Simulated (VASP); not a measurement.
# BN (P3m1) in VASP: a series of runs

The runs below take BN through single point, with PBE+D3(BJ).

Everything below comes from runs of VASP 6.6.1. Logs are shortened: lines on timing, memory, paths and dates and some standing lists are left out, and cuts for length are marked.

**1. The cell of the first run**

Symmetry: P3m1, No. 156, trigonal system. The conventional cell has a = 2.506 Å, b = 2.506 Å, c = 11.385 Å, α = 90.00°, β = 90.00°, γ = 120.00°. B (site symmetry 3m) has 3 N at 1.45 Å within 1.9 Å. B (site symmetry 3m) has 3 N at 1.45 Å within 1.9 Å. Within 1.9 Å of B (site symmetry 3m) lie 3 N at 1.45 Å. Within 1.9 Å of N (site symmetry 3m) lie 3 B at 1.45 Å. N (site symmetry 3m) has 3 B at 1.45 Å within 1.9 Å. N (site symmetry 3m) has 3 B at 1.45 Å within 1.9 Å.

**2. Single point, PBE+D3(BJ)**

The input, INCAR:

```
SYSTEM = BN
ALGO = Normal ; EDIFF = 1E-6
ENCUT = 520 ; GGA = PE
ISIF = 2 ; ISMEAR = 0
IVDW = 12 ; LASPH = .TRUE.
LCHARG = .FALSE. ; LREAL = .FALSE.
LWAVE = .FALSE. ; NBANDS = 21
NELM = 100 ; PREC = Accurate
SIGMA = 0.05
```

The input, KPOINTS:

```
k-points
0
G
  10 10 3
  0 0 0
```

The input, POSCAR:

```
BN
1.0
   -1.2530569071     -2.1703582278      0.0000000000
    1.2530569071     -2.1703582278      0.0000000000
    0.0000000000      0.0000000000     11.3846513545
B N
3 3
Direct
    1.0000000000      1.0000000000      0.4342499340
    0.3333333333      0.3333333333      0.7236644872
    0.6666666667      0.6666666667      0.1448353808
    1.0000000000      1.0000000000      0.7234079893
    0.3333333333      0.3333333333      0.1445788829
    0.6666666667      0.6666666667      0.4339934361
```

Potentials or basis: VASP PAW PBE potentials, release 64 (B, N).

Started as:

```sh
$ cat potpaw_PBE.64/B/POTCAR potpaw_PBE.64/N/POTCAR > POTCAR
$ mpirun -np 1 vasp_std > vasp.out
```

OUTCAR:

```text
SYSTEM = BN
   EDIFF = 1E-6
   ENCUT = 520
   GGA = PE
   ISIF = 2
   ISMEAR = 0
   IVDW = 12
   LASPH = .TRUE.
   LREAL = .FALSE.
   NELM = 100
   PREC = Accurate
 IVDW          = 12

 ion  position               nearest neighbor table
   1  0.000  0.000  0.434-   6 1.45   6 1.45   6 1.45
   2  0.333  0.333  0.724-   4 1.45   4 1.45   4 1.45
   3  0.667  0.667  0.145-   5 1.45   5 1.45   5 1.45
   4  0.000  0.000  0.723-   2 1.45   2 1.45   2 1.45
   5  0.333  0.333  0.145-   3 1.45   3 1.45   3 1.45
   6  0.667  0.667  0.434-   1 1.45   1 1.45   1 1.45

  LATTYP: Found a hexagonal cell.
 ALAT       =     2.5061138141
 C/A-ratio  =     4.5427511274

  Lattice vectors:

 A1 = (  -1.2530569071,   2.1703582278,   0.0000000000)
 A2 = (  -1.2530569071,  -2.1703582278,   0.0000000000)
 A3 = (   0.0000000000,   0.0000000000,  11.3846513545)

Analysis of symmetry for initial positions (statically):
=====================================================================
 Subroutine PRICEL returns:
 Original cell was already a primitive cell.

 Routine SETGRP: Setting up the symmetry group for a
 hexagonal supercell.

 Subroutine GETGRP returns: Found  6 space group operations
 (whereof  6 operations were pure point group operations)
 out of a pool of 24 trial point group operations.

The static configuration has the point symmetry C_3v.

Analysis of symmetry for dynamics (positions and initial velocities):
=====================================================================
 Subroutine PRICEL returns:
 Original cell was already a primitive cell.

 Routine SETGRP: Setting up the symmetry group for a
 hexagonal supercell.

 Subroutine GETGRP returns: Found  6 space group operations
 (whereof  6 operations were pure point group operations)
 out of a pool of 24 trial point group operations.

The dynamic configuration has the point symmetry C_3v.

 Subroutine INISYM returns: Found  6 space group operations
 (whereof  6 operations are pure point group operations),
 and found     1 'primitive' translations

----------------------------------------------------------------------------------------

                                     Primitive cell

  volume of cell :      61.9230

  direct lattice vectors                    reciprocal lattice vectors
    -1.253056907 -2.170358228  0.000000000    -0.399024176 -0.230376716  0.000000000
     1.253056907 -2.170358228  0.000000000     0.399024176 -0.230376716  0.000000000
     0.000000000  0.000000000 11.384651355     0.000000000  0.000000000  0.087837560

  length of vectors
     2.506113814  2.506113814 11.384651355     0.460753431  0.460753431  0.087837560

  position of ions in fractional coordinates (direct lattice)
     0.000000000  0.000000000  0.434249934
     0.333333333  0.333333333  0.723664487
     0.666666667  0.666666667  0.144835381
     0.000000000  0.000000000  0.723407989
     0.333333333  0.333333333  0.144578883
     0.666666667  0.666666667  0.433993436

  ion indices of the primitive-cell ions
   primitive index   ion index
                 1           1
                 2           2
                 3           3
                 4           4
                 5           5
                 6           6

----------------------------------------------------------------------------------------

 KPOINTS: k-points

Automatic generation of k-mesh.
 Grid dimensions read from file:
 generate k-points for:   10   10    3

 Generating k-lattice:

  Cartesian coordinates                     Fractional coordinates (reciprocal lattice)
    -0.039902418 -0.023037672  0.000000000     0.100000000 -0.000000000  0.000000000
     0.039902418 -0.023037672  0.000000000    -0.000000000  0.100000000  0.000000000
     0.000000000  0.000000000  0.029279187     0.000000000  0.000000000  0.333333333

  Length of vectors
     0.046075343  0.046075343  0.029279187

  Shift w.r.t. Gamma in fractional coordinates (k-lattice)
     0.000000000  0.000000000  0.000000000

 Subroutine IBZKPT returns following result:
 ===========================================

 Found     36 irreducible k-points:

 Following reciprocal coordinates:
            Coordinates               Weight
  0.000000  0.000000  0.000000      1.000000
  0.100000  0.000000  0.000000      6.000000
  0.200000  0.000000  0.000000      6.000000
  0.300000  0.000000  0.000000      6.000000
  0.400000 -0.000000  0.000000      6.000000
  0.500000  0.000000  0.000000      3.000000
[... 16 lines left out ...]
  0.400000  0.400000  0.333333      6.000000
  0.500000  0.000000  0.333333      6.000000
 [... further k-points ...]
   k-points           NKPTS =     36   k-points in BZ     NKDIM =     36   number of bands    NBANDS=     21
   number of dos      NEDOS =    301   number of ions     NIONS =      6
   total plane-waves  NPLWV =  36000
   dimension x,y,z NGX =    20 NGY =   20 NGZ =   90
   dimension x,y,z NGXF=    40 NGYF=   40 NGZF=  180
   ions per type =               3   3
   NGX,Y,Z   is equivalent  to a cutoff of  13.27, 13.27, 13.14 a.u.
   NGXF,Y,Z  is equivalent  to a cutoff of  26.53, 26.53, 26.28 a.u.
 SYSTEM =  BN
   PREC   = accura    normal or accurate (medium, high low for compatibility)
   ISTART =      0    job   : 0-new  1-cont  2-samecut
   ICHARG =      2    charge: 1-file 2-atom 10-const
   ISPIN  =      1    spin polarized calculation?
   LNONCOLLINEAR =      F non collinear calculations
   LSORBIT =      F    spin-orbit coupling
   LASPH  =      T    aspherical Exc in radial PAW
   ENCUT  =  520.0 eV  38.22 Ry    6.18 a.u.   4.66  4.66 21.17*2*pi/ulx,y,z
   NELM   =    100;   NELMIN=  2; NELMDL= -5     # of ELM steps
   EDIFF  = 0.1E-05   stopping-criterion for ELM
   LREAL  =      F    real-space projection
   EDIFFG = 0.1E-04   stopping-criterion for IOM
   NSW    =      0    number of steps for IOM
   IBRION =     -1    ionic relax: 0-MD 1-quasi-New 2-CG
   NFREE  =      0    steps in history (QN), initial steepest desc. (CG)
   ISIF   =      2    stress and relaxation
   ISYM   =      2    0-nonsym 1-usesym 2-fastsym
   POTIM  = 0.5000    time-step for ionic-motion
   TEBEG  =    0.0;   TEEND  =   0.0 temperature during run
   PSTRESS=    0.0 pullay stress
   NELECT =      24.0000    total number of electrons
   NUPDOWN=      -1.0000    fix difference up-down
   EMIN   =  10.00;   EMAX   =-10.00  energy-range for DOS
   EFERMI =   0.00;   METHOD = LEGACY
   ISMEAR =     0;   SIGMA  =   0.05  broadening in eV -4-tet -1-fermi 0-gaus
   EFERMI_NEDOS =   21; number of points for ismear=-14 and -15
   IALGO  =     38    algorithm
   IMIX   =      4    mixing-type and parameters
     AMIX     =   0.40;   BMIX     =  1.00
     AMIX_MAG =   1.60;   BMIX_MAG =  1.00
  volume/ion in A,a.u.               =      10.32        69.65
  Fermi-wavevector in a.u.,A,eV,Ry     =   1.193607  2.255590 19.384180  1.424697
  Thomas-Fermi vector in A             =   2.329617
   LORBIT       =      0    0 simple, 1 ext, 2 COOP (PROOUT), +10 PAW based schemes
   GGA     = PE    functional components
   LHFCALC =     F    Hartree Fock is set to
   AEXX    =    0.0000 exact exchange contribution
   IVDW    =    12    specifies the selected vdW correction
   LEPSILON=     F    determine dielectric tensor
   LRPA    =     F    only Hartree local field effects (RPA)
 non-spin polarized calculation
 Gauss-broadening in eV      SIGMA  =   0.05
  energy-cutoff  :      520.00
  volume of cell :       61.92
 maximum number of plane-waves:      1687
   NGX =  9   NGY =  9   NGZ = 43

 number of electron      24.0000001 magnetization

 Free energy of the ion-electron system (eV)
  ---------------------------------------------------
  ext. energy  EPLUGINS =         0.00000000
  ---------------------------------------------------
  free energy    TOTEN  =       -52.75219132 eV

  energy without entropy =      -52.75219132  energy(sigma->0) =      -52.75219132

 E-fermi :   1.5157     XC(G=0):  -9.1371

 val. band max:        1.2430651679   @ k =  -0.4000   0.3000   0.0000
 cond. band min:       5.6241988608   @ k =   0.5000   0.0000   0.0000
 fundamental gap:      4.3811336929
 Fermi energy:         1.5157118320

 k-point     1 :       0.0000    0.0000    0.0000
  band No.  band energies     occupation
      1     -16.5240      2.00000
      2     -16.3912      2.00000
      3     -16.2671      2.00000
      4      -4.6938      2.00000
      5      -4.0427      2.00000
      6      -3.1380      2.00000
[... 13 lines left out ...]
     20      12.8226      0.00000
     21      12.9116      0.00000

 k-point     2 :       0.1000    0.0000    0.0000
  band No.  band energies     occupation
      1     -16.3299      2.00000
      2     -16.1997      2.00000
      3     -16.0772      2.00000
      4      -4.4287      2.00000
      5      -3.7854      2.00000
      6      -2.8948      2.00000
[... 13 lines left out ...]
     20      13.6255      0.00000
     21      13.6764      0.00000

 k-point     3 :       0.2000    0.0000    0.0000
  band No.  band energies     occupation
      1     -15.7636      2.00000
      2     -15.6411      2.00000
      3     -15.5237      2.00000
      4      -3.6532      2.00000
      5      -3.0659      2.00000
      6      -2.7971      2.00000
[... 13 lines left out ...]
     20      13.0401      0.00000
     21      13.0897      0.00000
[... 457 lines left out ...]
 k-point    23 :       0.4000    0.4000    0.3333
  band No.  band energies     occupation
      1     -13.9040      2.00000
      2     -13.8220      2.00000
      3     -13.7235      2.00000
      4      -6.8733      2.00000
      5      -6.8013      2.00000
      6      -6.7083      2.00000
[... 13 lines left out ...]
     20      13.4731      0.00000
     21      15.5300      0.00000

 k-point    24 :       0.5000    0.0000    0.3333
  band No.  band energies     occupation
      1     -13.3801      2.00000
      2     -13.3251      2.00000
      3     -13.2334      2.00000
      4      -7.6988      2.00000
      5      -7.6244      2.00000
      6      -7.5318      2.00000
[... 13 lines left out ...]
     20      14.0003      0.00000
     21      14.8856      0.00000

 [... further k-points ...]

------------------------ aborting loop because EDIFF is reached ----------------------------------------

 Edisp (eV)   -0.75478

 E8    (eV) :    -0.2218

  FORCE on cell =-STRESS in cart. coord.  units (eV):
  Direction    XX          YY          ZZ          XY          YZ          ZX
  --------------------------------------------------------------------------------------
  -------------------------------------------------------------------------------------
  Total       0.16195     0.16195    -0.19550    -0.00000    -0.00000     0.00000
  in kB       4.19012     4.19012    -5.05830    -0.00000    -0.00000     0.00000
  external pressure =        1.11 kB  Pullay stress =        0.00 kB

 VOLUME and BASIS-vectors are now :
 -----------------------------------------------------------------------------
  energy-cutoff  :      520.00
  volume of cell :       61.92
      direct lattice vectors                 reciprocal lattice vectors
    -1.253056907 -2.170358228  0.000000000    -0.399024176 -0.230376716  0.000000000
     1.253056907 -2.170358228  0.000000000     0.399024176 -0.230376716  0.000000000
     0.000000000  0.000000000 11.384651355     0.000000000  0.000000000  0.087837560

 POSITION                                       TOTAL-FORCE (eV/Angst)
 -----------------------------------------------------------------------------------
      0.00000      0.00000      4.94378        -0.000000     -0.000000     -0.014314
      0.00000     -1.44691      8.23867         0.000000     -0.000000     -0.016499
      0.00000     -2.89381      1.64890        -0.000000      0.000000     -0.025978
      0.00000      0.00000      8.23575        -0.000000      0.000000      0.057351
      0.00000     -1.44691      1.64598        -0.000000      0.000000     -0.015097
      0.00000     -2.89381      4.94086         0.000000      0.000000      0.014537
 -----------------------------------------------------------------------------------
    total drift:                               -0.000000      0.000000     -0.000306

  FREE ENERGIE OF THE ION-ELECTRON SYSTEM (eV)
  ---------------------------------------------------
  free  energy   TOTEN  =       -53.5069674803 eV

  energy  without entropy=      -53.5069674803  energy(sigma->0) =      -53.50696748
```

It took 34 s on 1 thread of Intel Xeon Platinum 8559C (Emerald Rapids), shared host; peak memory 0.2 GiB.

Results:

```
Free energy                : -53.5070 eV
Pressure                   : 0.1 GPa
Largest force              : 0.057 eV/Å
Band gap on the k mesh     : 4.38 eV, indirect (least direct gap 4.74 eV)
Dispersion energy per atom : -0.126 eV
```

Forces on the atoms (eV/Å):
```
B    0.000  0.000 -0.014
B    0.000  0.000 -0.016
B    0.000  0.000 -0.026
N    0.000  0.000  0.057
N    0.000  0.000 -0.015
N    0.000  0.000  0.015
```

A k mesh can miss the band edges. PBE gaps usually lie below the measured ones, often by a third to a half.

**3. Single point, PBE+D3(BJ)**

This run uses another cell than the first one, of 10.77 Å³/atom, 1.044 times its volume.

The input, INCAR:

```
SYSTEM = BN
  ALGO = Normal
  EDIFF = 1E-6
  ENCUT = 520
  GGA = PE
  ISIF = 2
  ISMEAR = 0
  IVDW = 12
  LASPH = .TRUE.
  LCHARG = .FALSE.
  LREAL = .FALSE.
  LWAVE = .FALSE.
  NBANDS = 21
  NELM = 60
  PREC = Accurate
  SIGMA = 0.05
```

KPOINTS is that of step 2.

The input, POSCAR:

```
BN
1.0
   -1.2530569071     -2.1703582278      0.0000000000
    1.2530569071     -2.1703582278      0.0000000000
    0.0000000000      0.0000000000     11.8846513545
B N
3 3
Direct
    1.0000000000      1.0000000000      0.4159805746
    0.3333333333      0.3333333333      0.6932191478
    0.6666666667      0.6666666667      0.1387420014
    1.0000000000      1.0000000000      0.6929734411
    0.3333333333      0.3333333333      0.1384962946
    0.6666666667      0.6666666667      0.4157348678
```

Potentials or basis: VASP PAW PBE potentials, release 64 (B, N).

Started as:

```sh
$ cat potpaw_PBE.64/B/POTCAR potpaw_PBE.64/N/POTCAR > POTCAR
$ mpirun -np 1 vasp_std > vasp.out
```

Run time: 43 s. Hardware: 1 thread of Intel Xeon Platinum 8559C (Emerald Rapids), shared host; peak memory 0.2 GiB.

It converged, with:

```yaml
Free_energy: -53.4925 eV
Pressure: 0.2 GPa
Largest_force: 0.054 eV/Å
Band_gap_on_the_k_mesh: 4.39 eV, indirect (least direct gap 4.74 eV)
Dispersion_energy_per_atom: -0.124 eV
```

Forces on the atoms (eV/Å):
```
B    0.000  0.000 -0.016
B    0.000  0.000 -0.025
B    0.000  0.000 -0.021
N    0.000  0.000  0.054
N    0.000  0.000 -0.009
N    0.000  0.000  0.016
```

Stress tensor (GPa, compression positive):
```
 0.43  0.00  0.00
 0.00  0.43  0.00
 0.00  0.00 -0.35
```

Levels at points of the mesh, in eV from the valence-band top:
```csv
k point,band 8,band 9,band 10,band 11,band 12,band 13,band 14,band 15,band 16,band 17
"(0.00, 0.00, 0.00)",-1.39,-1.33,-1.33,-1.24,-1.24,4.53,7.04,7.60,10.56,11.52
"(0.50, 0.00, 0.00)",-4.12,-4.03,-1.16,-0.92,-0.67,4.39,4.90,5.21,9.69,9.78
```

(Continued in part 2 of 2.)
